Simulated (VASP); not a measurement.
A run of VASP 6.6.1 is set up as follows.

INCAR

```
  PREC = Accurate
  ENCUT = 520
  EDIFF = 1E-6
  ISMEAR = 0
  SIGMA = 0.15
  LREAL = False
  LASPH = True
  NELM = 60
  ALGO = Fast
  ISIF = 2
  LWAVE = False
  LCHARG = True
  GGA = PS
  LELF = True
  LVHAR = True
  NBANDS = 22
```

The input KPOINTS:

```
Automatic mesh
0
Gamma
  12 12 4
```

File POSCAR:

```
Bi
1.0
    4.5390002997      0.0000000000      0.0000000000
   -2.2695001499      3.7539995368      0.0000000000
    0.0000000000      0.0000000000     11.8290000000
Bi
2
Direct
    0.3333333333      0.6666666667      0.2500000000
    0.6666666667      0.3333333333      0.7500000000
```

Potentials or basis: VASP PAW PBE potentials, release 64 (Bi_d).

Command:

```sh
$ cat potpaw_PBE.64/Bi_d/POTCAR > POTCAR
$ mpirun -np 1 vasp_std > vasp.out
```

What does it give for the pressure?

-3.8 GPa.

Predict the band gap on the k mesh.

zero (bands 15 and 16 overlap by 2.31 eV).

Stress tensor (GPa, compression positive):
```
-5.24  0.00  0.00
 0.00 -5.74  0.00
 0.00  0.00 -0.37
```

Caveat: the cell differs from its parent crystal (strain -0.0450 x Voigt [0, 1, 0, 0, 0, 0]); the stress differs along the axes, from -6 to -0 GPa; the PAW data sets were made with another functional, which shifts forces and pressure a little; spin-orbit coupling is left out, which moves the levels of the heavy elements.
